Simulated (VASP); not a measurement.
Write the native input for VASP 6.6.1 that does the following.

| Quantity | Value |
| --- | --- |
| Task | single point |
| Functional | PBEsol |
| Potentials or basis | VASP PAW PBE potentials, release 64 (K_sv, Cl) |
| Cutoff | 500 eV |
| k mesh | 4 × 4 × 4 |
| Occupations | gaussian, width 0.01 eV |
| Spin | no spin polarisation |
| Dipole correction | no |
| Further INCAR settings | ALGO = Normal; EDIFF = 1e-06; NBANDS = 15 |

The structure of KCl lies in POSCAR:

```
KCl
1.0
    3.8391960000      0.0000000000      0.0000000000
    0.0000000000      3.8391960000      0.0000000000
    0.0000000000      0.0000000000      3.8391960000
K Cl
1 1
Direct
    0.0000000000      0.0000000000      0.0000000000
    0.5000000000      0.5000000000      0.5000000000
```

The input as run:

INCAR

```
SYSTEM = KCl
ALGO = Normal
EDIFF = 1E-6
ENCUT = 500
GGA = PS
GGA_COMPAT = .False.
ISIF = 2
ISMEAR = 0
LASPH = .True.
LCHARG = .False.
LREAL = .False.
LWAVE = .False.
NBANDS = 15
NELM = 120
PREC = Accurate
SIGMA = 0.01
```

KPOINTS

```
k-points
0
Gamma
  4 4 4
  0 0 0
```

Potentials or basis: VASP PAW PBE potentials, release 64 (K_sv, Cl).

The run is started by

```sh
$ cat potpaw_PBE.64/K_sv/POTCAR potpaw_PBE.64/Cl/POTCAR > POTCAR
$ mpirun -np 1 vasp_std > vasp.out
```

It gave:

```yaml
Pressure: -1.4 GPa
Band_gap_on_the_k_mesh: 4.62 eV, indirect (least direct gap 4.82 eV)
```

Caveat: the PAW data sets were made with another functional, which shifts forces and pressure a little.

It took 5.9 s on 1 thread of Intel(R) Xeon(R) Platinum 8559C (Emerald Rapids), on a shared host, peak memory 0.14 GiB.
